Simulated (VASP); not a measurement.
# Ni2Ge (Pnma) in VASP: single point with PBEsol

Aim: the single point of Ni2Ge with PBEsol.

Program: VASP 6.6.1. These are calculated values, not measurements. Logs are shortened: lines on timing, memory, paths and dates and some standing lists are left out, and cuts for length are marked.

## 1. The cell of the first run

Symmetry: Pnma, No. 62, orthorhombic system. Conventional cell: a = 5.049 Å, b = 3.788 Å, c = 7.181 Å, α = 90.00°, β = 90.00°, γ = 90.00°. Ni (site symmetry m) has 5 Ge at 2.34 to 2.73 Å and 8 Ni at 2.60 to 2.74 Å within 3.1 Å. Within 3.2 Å of Ni (site symmetry m) lie 5 Ge at 2.39 to 2.60 Å and 8 Ni at 2.59 to 2.74 Å. Within 3.4 Å of Ge (site symmetry m) lie 11 Ni at 2.34 to 3.35 Å and 4 Ge at 3.20 to 3.27 Å.

## 2. Single point, PBEsol

Input file INCAR:

```
PREC = Accurate ; ENCUT = 520
EDIFF = 1E-6 ; ISMEAR = 0
SIGMA = 0.1 ; LREAL = F
LASPH = T ; NELM = 60
ALGO = Fast ; ISIF = 2
LWAVE = F ; LCHARG = T
GGA = PS ; LELF = T
LVHAR = T ; NBANDS = 80
```

Input file KPOINTS:

```
Automatic mesh
0
Gamma
  8 10 6
```

Input file POSCAR:

```
Ni2Ge
1.0
    5.0486985825      0.0000000000      0.0000000000
    0.0000000000      3.7881181000      0.0000000000
    0.0000000000      0.0000000000      7.1808738719
Ni Ge
8 4
Direct
    0.1725304127      0.7500000000      0.4396650875
    0.8274695873      0.2500000000      0.5603349125
    0.6725304127      0.7500000000      0.0603349125
    0.3274695873      0.2500000000      0.9396650875
    0.5445665940      0.7500000000      0.7097827850
    0.4554334060      0.2500000000      0.2902172150
    0.0445665940      0.7500000000      0.7902172150
    0.9554334060      0.2500000000      0.2097827850
    0.2091041108      0.7500000000      0.1126476264
    0.7908958892      0.2500000000      0.8873523736
    0.7091041108      0.7500000000      0.3873523736
    0.2908958892      0.2500000000      0.6126476264
```

Potentials or basis: VASP PAW PBE potentials, release 64 (Ni, Ge_d).

Command:

```sh
$ cat potpaw_PBE.64/Ni/POTCAR potpaw_PBE.64/Ge_d/POTCAR > POTCAR
$ mpirun -np 1 vasp_std > vasp.out
```

OUTCAR:

```text
PREC = Accurate
   ENCUT = 520
   EDIFF = 1E-6
   ISMEAR = 0
   LREAL = F
   LASPH = T
   NELM = 60
   ISIF = 2
   GGA = PS

 ion  position               nearest neighbor table
   1  0.173  0.750  0.440-  12 2.34  12 2.34   9 2.36  11 2.37   7 2.60   6 2.60   6 2.60   5 2.70
                             2 2.72   2 2.72  11 2.73   8 2.74   8 2.74
   2  0.827  0.250  0.560-  11 2.34  11 2.34  10 2.36  12 2.37   8 2.60   5 2.60   5 2.60   6 2.70
                             1 2.72   1 2.72  12 2.73   7 2.74   7 2.74
   3  0.673  0.750  0.060-  10 2.34  10 2.34  11 2.36   9 2.37   5 2.60   8 2.60   8 2.60   7 2.70
                             4 2.72   4 2.72   9 2.73   6 2.74   6 2.74
   4  0.327  0.250  0.940-   9 2.34   9 2.34  12 2.36  10 2.37   6 2.60   7 2.60   7 2.60   8 2.70
                             3 2.72   3 2.72  10 2.73   5 2.74   5 2.74
   5  0.545  0.750  0.710-  12 2.39  12 2.39  11 2.46   7 2.59   7 2.59   3 2.60  10 2.60  10 2.60
                             2 2.60   2 2.60   1 2.70   4 2.74   4 2.74
   6  0.455  0.250  0.290-  11 2.39  11 2.39  12 2.46   8 2.59   8 2.59   4 2.60   9 2.60   9 2.60
                             1 2.60   1 2.60   2 2.70   3 2.74   3 2.74
   7  0.045  0.750  0.790-  10 2.39  10 2.39   9 2.46   5 2.59   5 2.59   1 2.60  12 2.60  12 2.60
                             4 2.60   4 2.60   3 2.70   2 2.74   2 2.74
   8  0.955  0.250  0.210-   9 2.39   9 2.39  10 2.46   6 2.59   6 2.59   2 2.60  11 2.60  11 2.60
                             3 2.60   3 2.60   4 2.70   1 2.74   1 2.74
   9  0.209  0.750  0.113-   4 2.34   4 2.34   1 2.36   3 2.37   8 2.39   8 2.39   7 2.46   6 2.60
                             6 2.60   3 2.73
  10  0.791  0.250  0.887-   3 2.34   3 2.34   2 2.36   4 2.37   7 2.39   7 2.39   8 2.46   5 2.60
                             5 2.60   4 2.73
  11  0.709  0.750  0.387-   2 2.34   2 2.34   3 2.36   1 2.37   6 2.39   6 2.39   5 2.46   8 2.60
                             8 2.60   1 2.73
  12  0.291  0.250  0.613-   1 2.34   1 2.34   4 2.36   2 2.37   5 2.39   5 2.39   6 2.46   7 2.60
                             7 2.60   2 2.73

  LATTYP: Found a simple orthorhombic cell.
 ALAT       =     3.7881181000
 B/A-ratio  =     1.3327722234
 C/A-ratio  =     1.8956309393

  Lattice vectors:

 A1 = (   0.0000000000,  -3.7881181000,   0.0000000000)
 A2 = (   5.0486985825,   0.0000000000,   0.0000000000)
 A3 = (   0.0000000000,   0.0000000000,   7.1808738719)

Analysis of symmetry for initial positions (statically):
=====================================================================
 Subroutine PRICEL returns:
 Original cell was already a primitive cell.

 Routine SETGRP: Setting up the symmetry group for a
 simple orthorhombic supercell.

 Subroutine GETGRP returns: Found  8 space group operations
 (whereof  2 operations were pure point group operations)
 out of a pool of  8 trial point group operations.

The static configuration has the point symmetry S_2 .
 The point group associated with its full space group is D_2h.

Analysis of symmetry for dynamics (positions and initial velocities):
=====================================================================
 Subroutine PRICEL returns:
 Original cell was already a primitive cell.

 Routine SETGRP: Setting up the symmetry group for a
 simple orthorhombic supercell.

 Subroutine GETGRP returns: Found  8 space group operations
 (whereof  2 operations were pure point group operations)
 out of a pool of  8 trial point group operations.

The dynamic configuration has the point symmetry S_2 .
 The point group associated with its full space group is D_2h.

 Subroutine INISYM returns: Found  8 space group operations
 (whereof  2 operations are pure point group operations),
 and found     1 'primitive' translations

----------------------------------------------------------------------------------------

                                     Primitive cell

  volume of cell :     137.3347

  direct lattice vectors                    reciprocal lattice vectors
     5.048698583  0.000000000  0.000000000     0.198070846  0.000000000  0.000000000
     0.000000000  3.788118100  0.000000000     0.000000000  0.263983322  0.000000000
     0.000000000  0.000000000  7.180873872     0.000000000  0.000000000  0.139258817

  length of vectors
     5.048698583  3.788118100  7.180873872     0.198070846  0.263983322  0.139258817

  position of ions in fractional coordinates (direct lattice)
     0.172530413  0.750000000  0.439665088
     0.827469587  0.250000000  0.560334912
     0.672530413  0.750000000  0.060334912
     0.327469587  0.250000000  0.939665088
     0.544566594  0.750000000  0.709782785
     0.455433406  0.250000000  0.290217215
     0.044566594  0.750000000  0.790217215
     0.955433406  0.250000000  0.209782785
     0.209104111  0.750000000  0.112647626
     0.790895889  0.250000000  0.887352374
     0.709104111  0.750000000  0.387352374
     0.290895889  0.250000000  0.612647626

  ion indices of the primitive-cell ions
   primitive index   ion index
                 1           1
                 2           2
                 3           3
                 4           4
                 5           5
                 6           6
                 7           7
                 8           8
                 9           9
                10          10
                11          11
                12          12

----------------------------------------------------------------------------------------

 KPOINTS: Automatic mesh

Automatic generation of k-mesh.
 Grid dimensions read from file:
 generate k-points for:    8   10    6

 Generating k-lattice:

  Cartesian coordinates                     Fractional coordinates (reciprocal lattice)
     0.024758856  0.000000000  0.000000000     0.125000000  0.000000000  0.000000000
     0.000000000  0.026398332  0.000000000     0.000000000  0.100000000  0.000000000
     0.000000000  0.000000000  0.023209803     0.000000000  0.000000000  0.166666667

  Length of vectors
     0.024758856  0.026398332  0.023209803

  Shift w.r.t. Gamma in fractional coordinates (k-lattice)
     0.000000000  0.000000000  0.000000000

 Subroutine IBZKPT returns following result:
 ===========================================

 Found    120 irreducible k-points:

 Following reciprocal coordinates:
            Coordinates               Weight
  0.000000  0.000000  0.000000      1.000000
  0.125000  0.000000  0.000000      2.000000
  0.250000  0.000000  0.000000      2.000000
  0.375000  0.000000  0.000000      2.000000
  0.500000  0.000000  0.000000      1.000000
  0.000000  0.100000  0.000000      2.000000
[... 16 lines left out ...]
  0.250000  0.400000  0.000000      4.000000
  0.375000  0.400000  0.000000      4.000000
 [... further k-points ...]
   k-points           NKPTS =    120   k-points in BZ     NKDIM =    120   number of bands    NBANDS=     80
   number of dos      NEDOS =    301   number of ions     NIONS =     12
   total plane-waves  NPLWV =  60480
   dimension x,y,z NGX =    40 NGY =   28 NGZ =   54
   dimension x,y,z NGXF=    80 NGYF=   56 NGZF=  108
   ions per type =               8   4
   NGX,Y,Z   is equivalent  to a cutoff of  13.17, 12.29, 12.50 a.u.
   NGXF,Y,Z  is equivalent  to a cutoff of  26.34, 24.58, 25.00 a.u.
 SYSTEM =  unknown system
   PREC   = accura    normal or accurate (medium, high low for compatibility)
   ISTART =      0    job   : 0-new  1-cont  2-samecut
   ICHARG =      2    charge: 1-file 2-atom 10-const
   ISPIN  =      1    spin polarized calculation?
   LNONCOLLINEAR =      F non collinear calculations
   LSORBIT =      F    spin-orbit coupling
   LASPH  =      T    aspherical Exc in radial PAW
   ENCUT  =  520.0 eV  38.22 Ry    6.18 a.u.   9.39  7.04 13.35*2*pi/ulx,y,z
   NELM   =     60;   NELMIN=  2; NELMDL= -5     # of ELM steps
   EDIFF  = 0.1E-05   stopping-criterion for ELM
   LREAL  =      F    real-space projection
   EDIFFG = 0.1E-04   stopping-criterion for IOM
   NSW    =      0    number of steps for IOM
   IBRION =     -1    ionic relax: 0-MD 1-quasi-New 2-CG
   NFREE  =      0    steps in history (QN), initial steepest desc. (CG)
   ISIF   =      2    stress and relaxation
   ISYM   =      2    0-nonsym 1-usesym 2-fastsym
   POTIM  = 0.5000    time-step for ionic-motion
   TEBEG  =    0.0;   TEEND  =   0.0 temperature during run
   PSTRESS=    0.0 pullay stress
   NELECT =     136.0000    total number of electrons
   NUPDOWN=      -1.0000    fix difference up-down
   EMIN   =  10.00;   EMAX   =-10.00  energy-range for DOS
   EFERMI =   0.00;   METHOD = LEGACY
   ISMEAR =     0;   SIGMA  =   0.10  broadening in eV -4-tet -1-fermi 0-gaus
   EFERMI_NEDOS =   21; number of points for ismear=-14 and -15
   IALGO  =     68    algorithm
   IMIX   =      4    mixing-type and parameters
     AMIX     =   0.40;   BMIX     =  1.00
     AMIX_MAG =   1.60;   BMIX_MAG =  1.00
  volume/ion in A,a.u.               =      11.44        77.23
  Fermi-wavevector in a.u.,A,eV,Ry     =   1.631778  3.083613 36.228221  2.662699
  Thomas-Fermi vector in A             =   2.723858
   LORBIT       =      0    0 simple, 1 ext, 2 COOP (PROOUT), +10 PAW based schemes
   GGA     = PS    functional components
   LHFCALC =     F    Hartree Fock is set to
   AEXX    =    0.0000 exact exchange contribution
   IVDW    =     0    specifies the selected vdW correction
   LEPSILON=     F    determine dielectric tensor
   LRPA    =     F    only Hartree local field effects (RPA)
 non-spin polarized calculation
 RMM-DIIS sequential band-by-band and
 Gauss-broadening in eV      SIGMA  =   0.10
  energy-cutoff  :      520.00
  volume of cell :      137.33
 maximum number of plane-waves:      3730
 NGX is ok and might be reduce to    40
   NGX = 19   NGY = 15   NGZ = 27

 number of electron     136.0000029 magnetization

 Free energy of the ion-electron system (eV)
  ---------------------------------------------------
  ext. energy  EPLUGINS =         0.00000000
  ---------------------------------------------------
  free energy    TOTEN  =       -73.29080006 eV

  energy without entropy =      -73.25666176  energy(sigma->0) =      -73.27373091

 E-fermi :  10.2879     XC(G=0): -13.4844

 val. band max:       10.2848834264   @ k =   0.5000   0.5000   0.0000
 cond. band min:      10.2904151285   @ k =   0.2500   0.3000   0.0000
 fundamental gap:      0.0055317021
 Fermi energy:        10.2878922116

 k-point     1 :       0.0000    0.0000    0.0000
  band No.  band energies     occupation
      1     -14.4757      2.00000
      2     -14.4717      2.00000
      3     -14.4684      2.00000
      4     -14.4682      2.00000
      5     -14.4613      2.00000
      6     -14.4579      2.00000
[... 72 lines left out ...]
     79      14.8194      0.00000
     80      15.5093      0.00000

 k-point     2 :       0.1250    0.0000    0.0000
  band No.  band energies     occupation
      1     -14.4762      2.00000
      2     -14.4701      2.00000
      3     -14.4685      2.00000
      4     -14.4683      2.00000
      5     -14.4586      2.00000
      6     -14.4583      2.00000
[... 72 lines left out ...]
     79      15.2527      0.00000
     80      15.3530      0.00000
[... 1741 lines left out ...]
     79      15.5639      0.00000
     80      16.2227      0.00000

 k-point    24 :       0.3750    0.4000    0.0000
  band No.  band energies     occupation
      1     -14.4711      2.00000
      2     -14.4701      2.00000
      3     -14.4655      2.00000
      4     -14.4635      2.00000
      5     -14.4579      2.00000
      6     -14.4566      2.00000
[... 72 lines left out ...]
     79      15.8072      0.00000
     80      16.7959      0.00000

 [... further k-points ...]

------------------------ aborting loop because EDIFF is reached ----------------------------------------

  FORCE on cell =-STRESS in cart. coord.  units (eV):
  Direction    XX          YY          ZZ          XY          YZ          ZX
  --------------------------------------------------------------------------------------
  -------------------------------------------------------------------------------------
  Total       -0.0528600      0.0766685     -0.0276602      0.0000000      0.0000000      0.0000000
  in kB       -0.6166760      0.8944315     -0.3226900      0.0000000      0.0000000      0.0000000
  external PRESSURE =      -0.0149782 kB  Pullay stress =       0.0000000 kB

 VOLUME and BASIS-vectors are now :
 -----------------------------------------------------------------------------
  energy-cutoff  :      520.00
  volume of cell :      137.33
      direct lattice vectors                 reciprocal lattice vectors
     5.048698583  0.000000000  0.000000000     0.198070846  0.000000000  0.000000000
     0.000000000  3.788118100  0.000000000     0.000000000  0.263983322  0.000000000
     0.000000000  0.000000000  7.180873872     0.000000000  0.000000000  0.139258817

 POSITION                                       TOTAL-FORCE (eV/Angst)
 -----------------------------------------------------------------------------------
      0.87105      2.84109      3.15718         0.004703      0.000000     -0.001188
      4.17764      0.94703      4.02369        -0.004703     -0.000000      0.001188
      3.39540      2.84109      0.43326         0.004703      0.000000      0.001188
      1.65330      0.94703      6.74762        -0.004703     -0.000000     -0.001188
      2.74935      2.84109      5.09686         0.006152     -0.000000      0.005549
      2.29935      0.94703      2.08401        -0.006152     -0.000000     -0.005549
      0.22500      2.84109      5.67445         0.006152      0.000000     -0.005549
      4.82370      0.94703      1.50642        -0.006152     -0.000000      0.005549
      1.05570      2.84109      0.80891         0.002678     -0.000000      0.000720
      3.99299      0.94703      6.37197        -0.002678     -0.000000     -0.000720
      3.58005      2.84109      2.78153         0.002678     -0.000000     -0.000720
      1.46865      0.94703      4.39935        -0.002678     -0.000000      0.000720
 -----------------------------------------------------------------------------------
    total drift:                                0.000000      0.000000      0.000000

  FREE ENERGIE OF THE ION-ELECTRON SYSTEM (eV)
  ---------------------------------------------------
  free  energy   TOTEN  =       -73.2908000619 eV

  energy  without entropy=      -73.2566617578  energy(sigma->0) =      -73.27373091
```

It took 49 min on 1 thread of Oxide Virtual Turin-like, shared host; peak memory 0.87 GiB.

What came out:

| Item | Value |
| --- | --- |
| Free energy | -73.2908 eV |
| Pressure | 0.0 GPa |
| Largest force | 0.008 eV/Å |
| Band gap on the k mesh | zero (bands 68 and 69 overlap by 1.60 eV) |

Forces in eV/Å, atoms in the order of the input:
```
Ni   0.005  0.000 -0.001
Ni  -0.005  0.000  0.001
Ni   0.005  0.000  0.001
Ni  -0.005  0.000 -0.001
Ni   0.006  0.000  0.006
Ni  -0.006  0.000 -0.006
Ni   0.006  0.000 -0.006
Ni  -0.006  0.000  0.006
Ge   0.003  0.000  0.001
Ge  -0.003  0.000 -0.001
Ge   0.003  0.000 -0.001
Ge  -0.003  0.000  0.001
```

Levels at points of the mesh, in eV from the Fermi level:
```csv
k point,band 66,band 67,band 68,band 69,band 70,band 71
"(0.00, 0.00, 0.00)",-0.85,-0.61,-0.15,0.38,0.91,1.73
"(0.50, 0.00, 0.00)",-0.86,1.23,1.23,1.37,1.37,2.67
"(0.00, 0.50, 0.00)",-0.86,-0.86,-0.86,0.57,0.57,1.31
"(0.50, 0.50, 0.00)",-0.70,-0.70,-0.70,0.00,0.00,0.00
"(0.00, 0.00, 0.50)",-0.91,-0.33,-0.33,0.26,0.26,1.16
"(0.50, 0.00, 0.50)",-0.47,0.15,0.15,1.90,1.90,1.95
"(0.00, 0.50, 0.50)",-0.81,-0.38,-0.38,-0.34,-0.34,0.65
"(0.50, 0.50, 0.50)",-0.65,-0.65,-0.65,0.48,0.48,0.48
```

Caveat: the PAW data sets were made with another functional, which shifts forces and pressure a little. Spin polarisation is off, so any magnetic state and its effect on volume and gap are missing.
